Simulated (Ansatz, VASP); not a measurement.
# ZrB2 in VASP and in Ansatz

Contents of INCAR:

```
  ALGO = Normal
  EDIFF = 1E-8
  ENCUT = 520
  GGA = CA
  ISIF = 2
  ISMEAR = -1
  LASPH = True
  LCHARG = False
  LEFG = True
  LREAL = False
  LWAVE = False
  NBANDS = 16
  NELM = 60
  PREC = Accurate
  SIGMA = 0.03
```

File KPOINTS:

```
k-points
0
Gamma
  13 13 10
```

File POSCAR:

```
ZrB2
1.0
    3.1437575759      0.0000000000      0.0000000000
   -1.5718787880      2.7225739241      0.0000000000
    0.0000000000      0.0000000000      3.4963751271
Zr B
1 2
Direct
    0.0000000000      0.0000000000      0.0000000000
    0.3333333333      0.6666666667      0.5000000000
    0.6666666667      0.3333333333      0.5000000000
```

Input for Ansatz:

```yaml
crystal:
  lattice:
    - [3.1437575759, 0.0, 0.0]
    - [-1.571878788, 2.7225739241, 0.0]
    - [0.0, 0.0, 3.4963751271]
  atoms:
    - { symbol: Zr, position: [0.0, 0.0, 0.0] }
    - { symbol: B, position: [0.3333333333, 0.6666666667, 0.5] }
    - { symbol: B, position: [0.6666666667, 0.3333333333, 0.5] }
kpoints:
  mp_grid: { grid: [13, 13, 10] }
scf:
  occupations: { method: fermi_dirac, width: 0.03 }
hamiltonian:
  xc: lda
  pseudopotentials: { kind: paw }
output:
  forces: true
  stress: true
  eigenvalues: true
  efg: { contact_densities: true }
```

Change from the starting cell: volume scaled by 0.98, PAW files.

Alike in both runs: task electric field gradients; functional LDA; k mesh 13 × 13 × 10; occupations fermi-dirac, width 0.03 eV; no spin polarisation.

|  | VASP | Ansatz |
| --- | --- | --- |
| version | VASP 6.6.1 | Ansatz 0.2.0 |
| potentials or method | VASP PAW LDA potentials, release 64 (Zr_sv, B) | PAW with Ansatz's default frozen-core files, scalar-relativistic |
| plane-wave cutoff (eV) | 520 | 420 |
| valence electrons in the cell | 18 | 18 |

Ansatz gave:

| Property | Result |
| --- | --- |
| pressure (GPa) | -2.4 |
| traceless stress, the component that is largest in VASP (GPa) | 0.57 |
| size of Vzz on the site where it differs most (V/Å²) | 47.2 |

**Question.** What did VASP give for the same quantities?

**Answer.** Pressure (GPa): -1.9; traceless stress, the component that is largest in VASP (GPa): 0.62; size of Vzz on the site where it differs most (V/Å²): 44.9.

LDA's correlation is that of Perdew and Zunger in VASP and of Perdew and Wang (1992) in Ansatz.
